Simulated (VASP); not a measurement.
# InAs (F-43m) in VASP: a series of runs

InAs is run at these levels: PBE; tasks: single point.

Program: VASP 6.6.1. These are calculated values, not measurements. Logs are shortened: lines on timing, memory, paths and dates and some standing lists are left out, and cuts for length are marked.

## (1) The cell of the first run

It takes space group F-43m (No. 216, cubic). The conventional cell has a = 6.248 Å, b = 6.248 Å, c = 6.248 Å, α = 90.00°, β = 90.00°, γ = 90.00°. In (site symmetry -43m) has 4 As at 2.71 Å within 3.6 Å. Within 3.6 Å of As (site symmetry -43m) lie 4 In at 2.71 Å.

## (2) Single point, PBE (volume scaled by 1.03)

Contents of INCAR:

```
PREC = Accurate ; ENCUT = 520
EDIFF = 1E-6 ; ISMEAR = 0
SIGMA = 0.1 ; LREAL = False
LASPH = True ; NELM = 80
ALGO = Normal ; ISIF = 2
LWAVE = False ; LCHARG = False
GGA = PE ; NBANDS = 16
```

Contents of KPOINTS:

```
Automatic mesh
0
Gamma
  12 12 12
```

Contents of POSCAR:

```
InAs
1.0
    0.0000000000      3.1237908421      3.1237908421
    3.1237908421      0.0000000000      3.1237908421
    3.1237908421      3.1237908421      0.0000000000
In As
1 1
Direct
    0.0000000000      0.0000000000      0.0000000000
    0.2500000000      0.2500000000      0.2500000000
```

Potentials or basis: VASP PAW PBE potentials, release 64 (In_d, As).

Command:

```bash
> cat potpaw_PBE.64/In_d/POTCAR potpaw_PBE.64/As/POTCAR > POTCAR
> mpirun -np 1 vasp_std > vasp.out
```

OUTCAR:

```text
PREC = Accurate
   ENCUT = 520
   EDIFF = 1E-6
   ISMEAR = 0
   LREAL = False
   LASPH = True
   NELM = 80
   ISIF = 2
   GGA = PE

 ion  position               nearest neighbor table
   1  0.000  0.000  0.000-   2 2.71   2 2.71   2 2.71   2 2.71
   2  0.250  0.250  0.250-   1 2.71   1 2.71   1 2.71   1 2.71

  LATTYP: Found a face centered cubic cell.
 ALAT       =     6.2475816842

  Lattice vectors:

 A1 = (   0.0000000000,   3.1237908421,   3.1237908421)
 A2 = (   3.1237908421,   0.0000000000,   3.1237908421)
 A3 = (   3.1237908421,   3.1237908421,   0.0000000000)

Analysis of symmetry for initial positions (statically):
=====================================================================
 Subroutine PRICEL returns:
 Original cell was already a primitive cell.

 Routine SETGRP: Setting up the symmetry group for a
 face centered cubic supercell.

 Subroutine GETGRP returns: Found 24 space group operations
 (whereof 24 operations were pure point group operations)
 out of a pool of 48 trial point group operations.

The static configuration has the point symmetry T_d .

Analysis of symmetry for dynamics (positions and initial velocities):
=====================================================================
 Subroutine PRICEL returns:
 Original cell was already a primitive cell.

 Routine SETGRP: Setting up the symmetry group for a
 face centered cubic supercell.

 Subroutine GETGRP returns: Found 24 space group operations
 (whereof 24 operations were pure point group operations)
 out of a pool of 48 trial point group operations.

The dynamic configuration has the point symmetry T_d .

 Subroutine INISYM returns: Found 24 space group operations
 (whereof 24 operations are pure point group operations),
 and found     1 'primitive' translations

----------------------------------------------------------------------------------------

                                     Primitive cell

  volume of cell :      60.9643

  direct lattice vectors                    reciprocal lattice vectors
     0.000000000  3.123790842  3.123790842    -0.160061933  0.160061933  0.160061933
     3.123790842  0.000000000  3.123790842     0.160061933 -0.160061933  0.160061933
     3.123790842  3.123790842  0.000000000     0.160061933  0.160061933 -0.160061933

  length of vectors
     4.417707375  4.417707375  4.417707375     0.277235400  0.277235400  0.277235400

  position of ions in fractional coordinates (direct lattice)
     0.000000000  0.000000000  0.000000000
     0.250000000  0.250000000  0.250000000

  ion indices of the primitive-cell ions
   primitive index   ion index
                 1           1
                 2           2

----------------------------------------------------------------------------------------

 KPOINTS: Automatic mesh

Automatic generation of k-mesh.
 Grid dimensions read from file:
 generate k-points for:   12   12   12

 Generating k-lattice:

  Cartesian coordinates                     Fractional coordinates (reciprocal lattice)
    -0.013338494  0.013338494  0.013338494     0.083333333  0.000000000  0.000000000
     0.013338494 -0.013338494  0.013338494     0.000000000  0.083333333  0.000000000
     0.013338494  0.013338494 -0.013338494     0.000000000  0.000000000  0.083333333

  Length of vectors
     0.023102950  0.023102950  0.023102950

  Shift w.r.t. Gamma in fractional coordinates (k-lattice)
     0.000000000  0.000000000  0.000000000

 Subroutine IBZKPT returns following result:
 ===========================================

 Found     72 irreducible k-points:

 Following reciprocal coordinates:
            Coordinates               Weight
  0.000000  0.000000  0.000000      1.000000
  0.083333  0.000000  0.000000      8.000000
  0.166667  0.000000  0.000000      8.000000
  0.250000  0.000000  0.000000      8.000000
  0.333333  0.000000  0.000000      8.000000
  0.416667  0.000000  0.000000      8.000000
[... 16 lines left out ...]
  0.500000  0.166667  0.000000     24.000000
 -0.416667  0.166667  0.000000     24.000000
 [... further k-points ...]
   k-points           NKPTS =     72   k-points in BZ     NKDIM =     72   number of bands    NBANDS=     16
   number of dos      NEDOS =    301   number of ions     NIONS =      2
   total plane-waves  NPLWV =  46656
   dimension x,y,z NGX =    36 NGY =   36 NGZ =   36
   dimension x,y,z NGXF=    72 NGYF=   72 NGZF=   72
   ions per type =               1   1
   NGX,Y,Z   is equivalent  to a cutoff of  13.55, 13.55, 13.55 a.u.
   NGXF,Y,Z  is equivalent  to a cutoff of  27.09, 27.09, 27.09 a.u.
 SYSTEM =  unknown system
   PREC   = accura    normal or accurate (medium, high low for compatibility)
   ISTART =      0    job   : 0-new  1-cont  2-samecut
   ICHARG =      2    charge: 1-file 2-atom 10-const
   ISPIN  =      1    spin polarized calculation?
   LNONCOLLINEAR =      F non collinear calculations
   LSORBIT =      F    spin-orbit coupling
   LASPH  =      T    aspherical Exc in radial PAW
   ENCUT  =  520.0 eV  38.22 Ry    6.18 a.u.   8.21  8.21  8.21*2*pi/ulx,y,z
   NELM   =     80;   NELMIN=  2; NELMDL= -5     # of ELM steps
   EDIFF  = 0.1E-05   stopping-criterion for ELM
   LREAL  =      F    real-space projection
   EDIFFG = 0.1E-04   stopping-criterion for IOM
   NSW    =      0    number of steps for IOM
   IBRION =     -1    ionic relax: 0-MD 1-quasi-New 2-CG
   NFREE  =      0    steps in history (QN), initial steepest desc. (CG)
   ISIF   =      2    stress and relaxation
   ISYM   =      2    0-nonsym 1-usesym 2-fastsym
   POTIM  = 0.5000    time-step for ionic-motion
   TEBEG  =    0.0;   TEEND  =   0.0 temperature during run
   PSTRESS=    0.0 pullay stress
   NELECT =      18.0000    total number of electrons
   NUPDOWN=      -1.0000    fix difference up-down
   EMIN   =  10.00;   EMAX   =-10.00  energy-range for DOS
   EFERMI =   0.00;   METHOD = LEGACY
   ISMEAR =     0;   SIGMA  =   0.10  broadening in eV -4-tet -1-fermi 0-gaus
   EFERMI_NEDOS =   21; number of points for ismear=-14 and -15
   IALGO  =     38    algorithm
   IMIX   =      4    mixing-type and parameters
     AMIX     =   0.40;   BMIX     =  1.00
     AMIX_MAG =   1.60;   BMIX_MAG =  1.00
  volume/ion in A,a.u.               =      30.48       205.70
  Fermi-wavevector in a.u.,A,eV,Ry     =   1.090119  2.060025 16.168598  1.188358
  Thomas-Fermi vector in A             =   2.226336
   LORBIT       =      0    0 simple, 1 ext, 2 COOP (PROOUT), +10 PAW based schemes
   GGA     = PE    functional components
   LHFCALC =     F    Hartree Fock is set to
   AEXX    =    0.0000 exact exchange contribution
   IVDW    =     0    specifies the selected vdW correction
   LEPSILON=     F    determine dielectric tensor
   LRPA    =     F    only Hartree local field effects (RPA)
 non-spin polarized calculation
 Gauss-broadening in eV      SIGMA  =   0.10
  energy-cutoff  :      520.00
  volume of cell :       60.96
 maximum number of plane-waves:      1676
 NGX is ok and might be reduce to    36
   NGX = 17   NGY = 17   NGZ = 17

 number of electron      17.9999999 magnetization

 Free energy of the ion-electron system (eV)
  ---------------------------------------------------
  ext. energy  EPLUGINS =         0.00000000
  ---------------------------------------------------
  free energy    TOTEN  =        -7.71291518 eV

  energy without entropy =       -7.71275414  energy(sigma->0) =       -7.71283466

 E-fermi :   3.6375     XC(G=0):  -8.6708

 val. band max:        3.5699220067   @ k =   0.0000   0.0000   0.0000
 cond. band min:       4.1217870105   @ k =   0.0833   0.0000   0.0000
 fundamental gap:      0.5518650039
 Fermi energy:         3.6375029262

 k-point     1 :       0.0000    0.0000    0.0000
  band No.  band energies     occupation
      1     -10.6532      2.00000
      2     -10.6532      2.00000
      3     -10.6532      2.00000
      4     -10.5631      2.00000
      5     -10.5631      2.00000
      6      -7.7050      2.00000
[... 8 lines left out ...]
     15      12.9996      0.00000
     16      12.9996      0.00000

 k-point     2 :       0.0833    0.0000    0.0000
  band No.  band energies     occupation
      1     -10.6590      2.00000
      2     -10.6513      2.00000
      3     -10.6513      2.00000
      4     -10.5632      2.00000
      5     -10.5632      2.00000
      6      -7.6446      2.00000
[... 8 lines left out ...]
     15      12.5019      0.00000
     16      12.5019      0.00000

 k-point     3 :       0.1667    0.0000    0.0000
  band No.  band energies     occupation
      1     -10.6747      2.00000
      2     -10.6463      2.00000
      3     -10.6463      2.00000
      4     -10.5630      2.00000
      5     -10.5630      2.00000
      6      -7.4704      2.00000
[... 8 lines left out ...]
     15      12.0381      0.00000
     16      12.0381      0.00000

 k-point     4 :       0.2500    0.0000    0.0000
  band No.  band energies     occupation
      1     -10.6955      2.00000
      2     -10.6402      2.00000
      3     -10.6402      2.00000
      4     -10.5621      2.00000
      5     -10.5621      2.00000
      6      -7.2054      2.00000
[... 8 lines left out ...]
     15      11.9898      0.00000
     16      11.9898      0.00000
[... 324 lines left out ...]
 k-point    22 :       0.4167    0.1667    0.0000
  band No.  band energies     occupation
      1     -10.7350      2.00000
      2     -10.6268      2.00000
      3     -10.6227      2.00000
      4     -10.5689      2.00000
      5     -10.5548      2.00000
      6      -6.6368      2.00000
[... 8 lines left out ...]
     15      13.3455      0.00000
     16      14.0069      0.00000

 k-point    23 :       0.5000    0.1667    0.0000
  band No.  band energies     occupation
      1     -10.7422      2.00000
      2     -10.6260      2.00000
      3     -10.6214      2.00000
      4     -10.5656      2.00000
      5     -10.5557      2.00000
      6      -6.4271      2.00000
[... 8 lines left out ...]
     15      13.5818      0.00000
     16      14.0598      0.00000

 k-point    24 :      -0.4167    0.1667    0.0000
  band No.  band energies     occupation
      1     -10.7419      2.00000
      2     -10.6263      2.00000
      3     -10.6224      2.00000
      4     -10.5622      2.00000
      5     -10.5585      2.00000
      6      -6.3953      2.00000
[... 8 lines left out ...]
     15      12.9821      0.00000
     16      13.3896      0.00000

 [... further k-points ...]

------------------------ aborting loop because EDIFF is reached ----------------------------------------

  FORCE on cell =-STRESS in cart. coord.  units (eV):
  Direction    XX          YY          ZZ          XY          YZ          ZX
  --------------------------------------------------------------------------------------
  -------------------------------------------------------------------------------------
  Total       -0.4946751     -0.4946751     -0.4946751      0.0000000     -0.0000000      0.0000000
  in kB      -13.0003424    -13.0003424    -13.0003424      0.0000000     -0.0000000      0.0000000
  external PRESSURE =     -13.0003424 kB  Pullay stress =       0.0000000 kB

 VOLUME and BASIS-vectors are now :
 -----------------------------------------------------------------------------
  energy-cutoff  :      520.00
  volume of cell :       60.96
      direct lattice vectors                 reciprocal lattice vectors
     0.000000000  3.123790842  3.123790842    -0.160061933  0.160061933  0.160061933
     3.123790842  0.000000000  3.123790842     0.160061933 -0.160061933  0.160061933
     3.123790842  3.123790842  0.000000000     0.160061933  0.160061933 -0.160061933

 POSITION                                       TOTAL-FORCE (eV/Angst)
 -----------------------------------------------------------------------------------
      0.00000      0.00000      0.00000         0.000000      0.000000      0.000000
      1.56190      1.56190      1.56190        -0.000000     -0.000000     -0.000000
 -----------------------------------------------------------------------------------
    total drift:                               -0.000000     -0.000000      0.000000

  FREE ENERGIE OF THE ION-ELECTRON SYSTEM (eV)
  ---------------------------------------------------
  free  energy   TOTEN  =        -7.7129151811 eV

  energy  without entropy=       -7.7127541386  energy(sigma->0) =       -7.71283466
```

It took 66 s on 1 thread of Intel Xeon Platinum 8259CL at 2.50GHz (Skylake/Cascade Lake), shared host; peak memory 0.24 GiB.

Results:

```
Free energy            : -7.7129 eV
Pressure               : -1.3 GPa
Band gap on the k mesh : zero (filled and empty bands touch)
```

Levels at points of the mesh, in eV from the Fermi level:
```
           k point  band 5  band 6  band 7  band 8  band 9  band 10  band 11  band 12  band 13  band 14
(0.00, 0.00, 0.00)  -14.20  -11.34   -0.76   -0.07   -0.07    -0.07     3.79     3.79     3.79     7.11
(0.50, 0.00, 0.00)  -14.19  -10.16   -5.37   -0.92   -0.92     0.68     4.54     4.54     6.63     8.49
(0.50, 0.50, 0.00)  -14.18   -9.72   -5.51   -2.08   -2.08     1.63     1.96     8.51     8.53     8.53
```

Caveat: spin-orbit coupling is left out, which moves the levels of the heavy elements.

[end of part 1 of 2]
